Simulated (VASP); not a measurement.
MgO:

```
Mg O
1.0
     0.00000    2.09700    2.09700
     2.09700    0.00000    2.09700
     2.09700    2.09700    0.00000
Mg O
1 1
Direct
  0.00000 0.00000 0.00000
  0.50000 0.50000 0.50000
```

```yaml
Program: VASP 6.6.1
Task: relaxation of cell and atoms
Functional: LDA
Potentials_or_basis: VASP PAW LDA potentials, release 64 (Mg, O)
Cutoff: 600 eV
k_mesh: 10 × 10 × 10
Occupations: gaussian, width 0.02 eV
Spin: no spin polarisation
```

At the start: pressure -6.0 GPa; volume 9.22 Å³/atom.

Task: Where does the relaxation end?

Result: Over 3 steps the energy falls by 6.4 meV/atom and the volume is 8.89 Å³/atom (-3.6 %); space group Fm-3m (No. 225, to 0.05 Å).

The path:
| step | energy change (eV) | largest force (eV/Å) | pressure (GPa) | volume (Å³) |
| --- | --- | --- | --- | --- |
| 1 | 0.0000 | 0.0000 | -6.01 | 18.44 |
| 2 | -0.0108 | 0.0000 | 2.60 | 17.54 |
| 3 | -0.0128 | 0.0000 | 0.02 | 17.78 |

Final structure:
```
CELL_PARAMETERS angstrom
0.00000 2.07170 2.07170
2.07170 0.00000 2.07170
2.07170 2.07170 0.00000
ATOMIC_POSITIONS crystal
Mg 0.00000 0.00000 0.00000
O 0.50000 0.50000 0.50000
```
